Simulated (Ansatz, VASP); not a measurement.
**Au: VASP beside Ansatz**

File INCAR:

```
SYSTEM = Au
ALGO = Normal ; EDIFF = 1E-6
EDIFFG = -0.01 ; ENCUT = 600
GGA = PE ; IBRION = 2
ISIF = 3 ; ISMEAR = 0
LASPH = .True. ; LCHARG = .False.
LREAL = .False. ; LWAVE = .False.
NELM = 80 ; NSW = 80
PREC = Accurate ; SIGMA = 0.1
```

The input KPOINTS:

```
k-points
0
Gamma
  18 18 18
  0 0 0
```

File POSCAR:

```
Au
1.0
   -1.6532174684      1.6532174684      1.6532174684
    1.6532174684     -1.6532174684      1.6532174684
    1.6532174684      1.6532174684     -1.6532174684
Au
1
Direct
    0.0000000000      0.0000000000      0.0000000000
```

Input for Ansatz:

```yaml
crystal:
  lattice:
    - [-1.6532174679, 1.6532174679, 1.6532174679]
    - [1.6532174679, -1.6532174679, 1.6532174679]
    - [1.6532174679, 1.6532174679, -1.6532174679]
  atoms:
    - { symbol: Au, position: [0.0, 0.0, 0.0] }
basis:
  ecutwfc: 420
kpoints:
  mp_grid: { grid: [18, 18, 18] }
hamiltonian:
  xc: pbe
scf:
  occupations: { method: gaussian, width: 0.1 }
output:
  forces: true
  stress: true
  eigenvalues: true
  write_density: true
  write_potential: true
  elf: true
  volumetric_format: npy
relax:
  adjacent_minimum: "off"
  f_tol: 0.01
  max_steps: 60
  cell: { stress_tol: 0.1 }
```

Alike in both runs: task relaxation of cell and atoms; functional PBE; k mesh 18 × 18 × 18; occupations gaussian, width 0.1 eV; no spin polarisation.

|  | VASP | Ansatz |
| --- | --- | --- |
| version | VASP 6.6.1 | Ansatz 0.2.0 |
| potentials or method | VASP PAW PBE potentials, release 64 (Au), cutoff 600 eV | scalar-relativistic, plane waves, PAW |
| valence electrons in the cell | 11 | 19 |

VASP gave:

```
gap on the k mesh at the Fermi level, each at its own relaxed structure (eV) : none
relaxed volume (Å³/atom)                                                     : 17.97
relaxed cell length with the largest relative difference (Å)                 : 2.858
```

Q: Estimate Ansatz's values.

A: gap on the k mesh at the Fermi level, each at its own relaxed structure (eV): none; relaxed volume (Å³/atom): 17.99; relaxed cell length with the largest relative difference (Å): 2.859.

A gap of «none» marks a metal or a gap that the smearing closes. VASP's potentials hold 11 valence electrons a cell and Ansatz's 19, so a difference there can come from the potentials and not from the codes.

Spin-orbit coupling is off throughout.
